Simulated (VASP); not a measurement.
# TaSi2 (P6_222) in VASP: notebook

The runs below take TaSi2 through single point, with PBEsol+D4, PBEsol, PBEsol+D3(BJ).

Program: VASP 6.6.1. These are calculated values, not measurements. Logs are shortened: lines on timing, memory, paths and dates and some standing lists are left out, and cuts for length are marked.

### 1 The cell of the first run

It takes space group P6_222 (No. 180, hexagonal). The conventional cell has a = 4.734 Å, b = 4.734 Å, c = 6.543 Å, α = 90.00°, β = 90.00°, γ = 120.00°. Ta (site symmetry 222) has 10 Si at 2.59 to 2.79 Å and 4 Ta at 3.22 Å within 3.4 Å. Si (site symmetry 2) has 9 Si at 2.54 to 3.29 Å and 5 Ta at 2.59 to 2.79 Å within 3.4 Å.

### 2 Single point, PBEsol+D4

File INCAR:

```
  ALGO = Normal
  EDIFF = 1E-6
  ENCUT = 520
  GGA = PS
  ISIF = 2
  ISMEAR = -1
  IVDW = 13
  LASPH = True
  LCHARG = False
  LREAL = False
  LWAVE = False
  NBANDS = 38
  NELM = 60
  PREC = Accurate
  SIGMA = 0.05
```

File KPOINTS:

```
k-points
0
Gamma
  7 7 4
```

File POSCAR:

```
TaSi2
1.0
    4.7336731428      0.0000000000      0.0000000000
   -2.3668365714      4.0994811949      0.0000000000
    0.0000000000      0.0000000000      6.5428139998
Ta Si
3 6
Direct
    0.0000000000      0.5000000000      0.1666666667
    0.5000000000      0.5000000000      0.8333333333
    0.5000000000      0.0000000000      0.5000000000
    0.3193792564      0.1596896282      0.1666666667
    0.1596896282      0.8403103718      0.8333333333
    0.8403103718      0.6806207436      0.5000000000
    0.6806207436      0.8403103718      0.1666666667
    0.8403103718      0.1596896282      0.8333333333
    0.1596896282      0.3193792564      0.5000000000
```

Potentials or basis: VASP PAW PBE potentials, release 64 (Ta_pv, Si).

The run is started by

```
$ cat potpaw_PBE.64/Ta_pv/POTCAR potpaw_PBE.64/Si/POTCAR > POTCAR
$ mpirun -np 1 vasp_std > vasp.out
```

OUTCAR:

```text
EDIFF = 1E-6
   ENCUT = 520
   GGA = PS
   ISIF = 2
   ISMEAR = -1
   IVDW = 13
   LASPH = True
   LREAL = False
   NELM = 60
   PREC = Accurate

 ion  position               nearest neighbor table
   1  0.000  0.500  0.167-   6 2.59   9 2.59   8 2.59   5 2.59   4 2.70   7 2.70   4 2.70   7 2.70
                             7 2.79   4 2.79   3 3.22   3 3.22   2 3.22   2 3.22
   2  0.500  0.500  0.833-   6 2.59   9 2.59   7 2.59   4 2.59   5 2.70   8 2.70   5 2.70   8 2.70
                             8 2.79   5 2.79   3 3.22   3 3.22   1 3.22   1 3.22
   3  0.500  0.000  0.500-   4 2.59   5 2.59   7 2.59   8 2.59   9 2.70   6 2.70   9 2.70   6 2.70
                             9 2.79   6 2.79   2 3.22   1 3.22   2 3.22   1 3.22
   4  0.319  0.160  0.167-   9 2.54   5 2.54   3 2.59   2 2.59   7 2.62   1 2.70   1 2.70   1 2.79
                             7 2.79   7 2.79   6 3.15   8 3.15
   5  0.160  0.840  0.833-   6 2.54   4 2.54   3 2.59   1 2.59   8 2.62   2 2.70   2 2.70   2 2.79
                             8 2.79   8 2.79   9 3.15   7 3.15
   6  0.840  0.681  0.500-   5 2.54   7 2.54   1 2.59   2 2.59   9 2.62   3 2.70   3 2.70   3 2.79
                             9 2.79   9 2.79   8 3.15   4 3.15
   7  0.681  0.840  0.167-   6 2.54   8 2.54   3 2.59   2 2.59   4 2.62   1 2.70   1 2.70   1 2.79
                             4 2.79   4 2.79   9 3.15   5 3.15
   8  0.840  0.160  0.833-   9 2.54   7 2.54   3 2.59   1 2.59   5 2.62   2 2.70   2 2.70   2 2.79
                             5 2.79   5 2.79   6 3.15   4 3.15
   9  0.160  0.319  0.500-   4 2.54   8 2.54   1 2.59   2 2.59   6 2.62   3 2.70   3 2.70   3 2.79
                             6 2.79   6 2.79   7 3.15   5 3.15

  LATTYP: Found a hexagonal cell.
 ALAT       =     4.7336731428
 C/A-ratio  =     1.3821854197

  Lattice vectors:

 A1 = (   4.7336731428,   0.0000000000,   0.0000000000)
 A2 = (  -2.3668365714,   4.0994811949,   0.0000000000)
 A3 = (   0.0000000000,   0.0000000000,   6.5428139998)

Analysis of symmetry for initial positions (statically):
=====================================================================
 Subroutine PRICEL returns:
 Original cell was already a primitive cell.

 Routine SETGRP: Setting up the symmetry group for a
 hexagonal supercell.

 Subroutine GETGRP returns: Found 12 space group operations
 (whereof  4 operations were pure point group operations)
 out of a pool of 24 trial point group operations.

The static configuration has the point symmetry D_2 .
 The point group associated with its full space group is D_6 .

Analysis of symmetry for dynamics (positions and initial velocities):
=====================================================================
 Subroutine PRICEL returns:
 Original cell was already a primitive cell.

 Routine SETGRP: Setting up the symmetry group for a
 hexagonal supercell.

 Subroutine GETGRP returns: Found 12 space group operations
 (whereof  4 operations were pure point group operations)
 out of a pool of 24 trial point group operations.

The dynamic configuration has the point symmetry D_2 .
 The point group associated with its full space group is D_6 .

 Subroutine INISYM returns: Found 12 space group operations
 (whereof  4 operations are pure point group operations),
 and found     1 'primitive' translations

----------------------------------------------------------------------------------------

                                     Primitive cell

  volume of cell :     126.9673

  direct lattice vectors                    reciprocal lattice vectors
     4.733673143  0.000000000  0.000000000     0.211252440  0.121966653  0.000000000
    -2.366836571  4.099481195  0.000000000     0.000000000  0.243933306  0.000000000
     0.000000000  0.000000000  6.542814000     0.000000000  0.000000000  0.152839436

  length of vectors
     4.733673143  4.733673143  6.542814000     0.243933306  0.243933306  0.152839436

  position of ions in fractional coordinates (direct lattice)
     0.000000000  0.500000000  0.166666667
     0.500000000  0.500000000  0.833333333
     0.500000000  0.000000000  0.500000000
     0.319379256  0.159689628  0.166666667
     0.159689628  0.840310372  0.833333333
     0.840310372  0.680620744  0.500000000
     0.680620744  0.840310372  0.166666667
     0.840310372  0.159689628  0.833333333
     0.159689628  0.319379256  0.500000000

  ion indices of the primitive-cell ions
   primitive index   ion index
                 1           1
                 2           2
                 3           3
                 4           4
                 5           5
                 6           6
                 7           7
                 8           8
                 9           9

----------------------------------------------------------------------------------------

 KPOINTS: k-points

Automatic generation of k-mesh.
 Grid dimensions read from file:
 generate k-points for:    7    7    4

 Generating k-lattice:

  Cartesian coordinates                     Fractional coordinates (reciprocal lattice)
     0.030178920  0.017423808  0.000000000     0.142857143  0.000000000  0.000000000
     0.000000000  0.034847615  0.000000000     0.000000000  0.142857143  0.000000000
     0.000000000  0.000000000  0.038209859     0.000000000  0.000000000  0.250000000

  Length of vectors
     0.034847615  0.034847615  0.038209859

  Shift w.r.t. Gamma in fractional coordinates (k-lattice)
     0.000000000  0.000000000  0.000000000

 Subroutine IBZKPT returns following result:
 ===========================================

 Found     24 irreducible k-points:

 Following reciprocal coordinates:
            Coordinates               Weight
  0.000000  0.000000  0.000000      1.000000
  0.142857  0.000000  0.000000      6.000000
  0.285714  0.000000  0.000000      6.000000
  0.428571  0.000000  0.000000      6.000000
  0.142857  0.142857  0.000000      6.000000
  0.285714  0.142857  0.000000     12.000000
[... 16 lines left out ...]
  0.428571  0.142857  0.500000      6.000000
  0.285714  0.285714  0.500000      6.000000
   k-points           NKPTS =     24   k-points in BZ     NKDIM =     24   number of bands    NBANDS=     38
   number of dos      NEDOS =    301   number of ions     NIONS =      9
   total plane-waves  NPLWV =  64800
   dimension x,y,z NGX =    36 NGY =   36 NGZ =   50
   dimension x,y,z NGXF=    72 NGYF=   72 NGZF=  100
   ions per type =               3   6
   NGX,Y,Z   is equivalent  to a cutoff of  12.64, 12.64, 12.70 a.u.
   NGXF,Y,Z  is equivalent  to a cutoff of  25.29, 25.29, 25.41 a.u.
 SYSTEM =  unknown system
   PREC   = accura    normal or accurate (medium, high low for compatibility)
   ISTART =      0    job   : 0-new  1-cont  2-samecut
   ICHARG =      2    charge: 1-file 2-atom 10-const
   ISPIN  =      1    spin polarized calculation?
   LNONCOLLINEAR =      F non collinear calculations
   LSORBIT =      F    spin-orbit coupling
   LASPH  =      T    aspherical Exc in radial PAW
   ENCUT  =  520.0 eV  38.22 Ry    6.18 a.u.   8.80  8.80 12.17*2*pi/ulx,y,z
   NELM   =     60;   NELMIN=  2; NELMDL= -5     # of ELM steps
   EDIFF  = 0.1E-05   stopping-criterion for ELM
   LREAL  =      F    real-space projection
   EDIFFG = 0.1E-04   stopping-criterion for IOM
   NSW    =      0    number of steps for IOM
   IBRION =     -1    ionic relax: 0-MD 1-quasi-New 2-CG
   NFREE  =      0    steps in history (QN), initial steepest desc. (CG)
   ISIF   =      2    stress and relaxation
   ISYM   =      2    0-nonsym 1-usesym 2-fastsym
   POTIM  = 0.5000    time-step for ionic-motion
   TEBEG  =    0.0;   TEEND  =   0.0 temperature during run
   PSTRESS=    0.0 pullay stress
   NELECT =      57.0000    total number of electrons
   NUPDOWN=      -1.0000    fix difference up-down
   EMIN   =  10.00;   EMAX   =-10.00  energy-range for DOS
   EFERMI =   0.00;   METHOD = LEGACY
   ISMEAR =    -1;   SIGMA  =   0.05  broadening in eV -4-tet -1-fermi 0-gaus
   EFERMI_NEDOS =   21; number of points for ismear=-14 and -15
   IALGO  =     38    algorithm
   IMIX   =      4    mixing-type and parameters
     AMIX     =   0.40;   BMIX     =  1.00
     AMIX_MAG =   1.60;   BMIX_MAG =  1.00
  volume/ion in A,a.u.               =      14.11        95.20
  Fermi-wavevector in a.u.,A,eV,Ry     =   1.253533  2.368834 21.379456  1.571346
  Thomas-Fermi vector in A             =   2.387382
   LORBIT       =      0    0 simple, 1 ext, 2 COOP (PROOUT), +10 PAW based schemes
   GGA     = PS    functional components
   LHFCALC =     F    Hartree Fock is set to
   AEXX    =    0.0000 exact exchange contribution
   IVDW    =    13    specifies the selected vdW correction
   LEPSILON=     F    determine dielectric tensor
   LRPA    =     F    only Hartree local field effects (RPA)
 non-spin polarized calculation
  energy-cutoff  :      520.00
  volume of cell :      126.97
 maximum number of plane-waves:      3436
 NGX is ok and might be reduce to    36
   NGX = 17   NGY = 17   NGZ = 25

 number of electron      56.9999995 magnetization

 Free energy of the ion-electron system (eV)
  ---------------------------------------------------
  ext. energy  EPLUGINS =         0.00000000
  ---------------------------------------------------
  free energy    TOTEN  =       -77.35496794 eV

  energy without entropy =      -77.32916069  energy(sigma->0) =      -77.34206431

 E-fermi :   9.5426     XC(G=0): -12.2667

 val. band max:        9.5247041554   @ k =   0.4286   0.1429   0.0000
 cond. band min:       9.5630899404   @ k =   0.2857   0.2857   0.5000
 fundamental gap:      0.0383857850
 Fermi energy:         9.5425977391

 k-point     1 :       0.0000    0.0000    0.0000
  band No.  band energies     occupation
      1     -24.7090      2.00000
      2     -24.7090      2.00000
      3     -24.7025      2.00000
      4     -24.6298      2.00000
      5     -24.6298      2.00000
      6     -24.5287      2.00000
[... 30 lines left out ...]
     37      13.5690      0.00000
     38      13.7164      0.00000
[... 941 lines left out ...]
     37      13.0869      0.00000
     38      13.4130      0.00000

------------------------ aborting loop because EDIFF is reached ----------------------------------------

  DFT-D4 for vdW energy calculation

  Edisp (eV):   -2.24818

  FORCE on cell =-STRESS in cart. coord.  units (eV):
  Direction    XX          YY          ZZ          XY          YZ          ZX
  --------------------------------------------------------------------------------------
  -------------------------------------------------------------------------------------
  Total       0.22211     0.22211     0.28572     0.00000     0.00000     0.00000
  in kB       2.80273     2.80273     3.60547     0.00000     0.00000     0.00000
  external pressure =        3.07 kB  Pullay stress =        0.00 kB

 VOLUME and BASIS-vectors are now :
 -----------------------------------------------------------------------------
  energy-cutoff  :      520.00
  volume of cell :      126.97
      direct lattice vectors                 reciprocal lattice vectors
     4.733673143  0.000000000  0.000000000     0.211252440  0.121966653  0.000000000
    -2.366836571  4.099481195  0.000000000     0.000000000  0.243933306  0.000000000
     0.000000000  0.000000000  6.542814000     0.000000000  0.000000000  0.152839436

 POSITION                                       TOTAL-FORCE (eV/Angst)
 -----------------------------------------------------------------------------------
     -1.18342      2.04974      1.09047        -0.000000     -0.000000     -0.000000
      1.18342      2.04974      5.45234        -0.000000     -0.000000     -0.000000
      2.36684      0.00000      3.27141        -0.000000     -0.000000      0.000000
      1.13388      0.65464      1.09047        -0.009855     -0.005690      0.000000
     -1.23296      3.44484      5.45234        -0.009855      0.005690      0.000000
      2.36684      2.79019      3.27141        -0.000000      0.011380      0.000000
      1.23296      3.44484      1.09047         0.009855      0.005690      0.000000
      3.59980      0.65464      5.45234         0.009855     -0.005690      0.000000
      0.00000      1.30929      3.27141        -0.000000     -0.011380      0.000000
 -----------------------------------------------------------------------------------
    total drift:                               -0.000000      0.000000      0.000000

  FREE ENERGIE OF THE ION-ELECTRON SYSTEM (eV)
  ---------------------------------------------------
  free  energy   TOTEN  =       -79.6031522139 eV

  energy  without entropy=      -79.5773449621  energy(sigma->0) =      -79.59024859
```

Run time: 1.7 min. Hardware: 1 thread of Intel Xeon Platinum 8375C at 2.90GHz (Ice Lake), shared host; peak memory 0.28 GiB.

Results:

| Quantity | Value |
| --- | --- |
| Free energy | -79.6032 eV |
| Pressure | 0.3 GPa |
| Largest force | 0.011 eV/Å |
| Dispersion energy per atom | -0.250 eV |

Forces on the atoms (eV/Å):
```
Ta   0.000  0.000  0.000
Ta   0.000  0.000  0.000
Ta   0.000  0.000  0.000
Si  -0.010 -0.006  0.000
Si  -0.010  0.006  0.000
Si   0.000  0.011  0.000
Si   0.010  0.006  0.000
Si   0.010 -0.006  0.000
Si   0.000 -0.011  0.000
```

Caveat: the PAW data sets were made with another functional, which shifts forces and pressure a little; spin-orbit coupling is left out, which moves the levels of the heavy elements; pairwise dispersion overbinds metals, which lowers pressure and volume.

(Continued in part 2 of 3.)
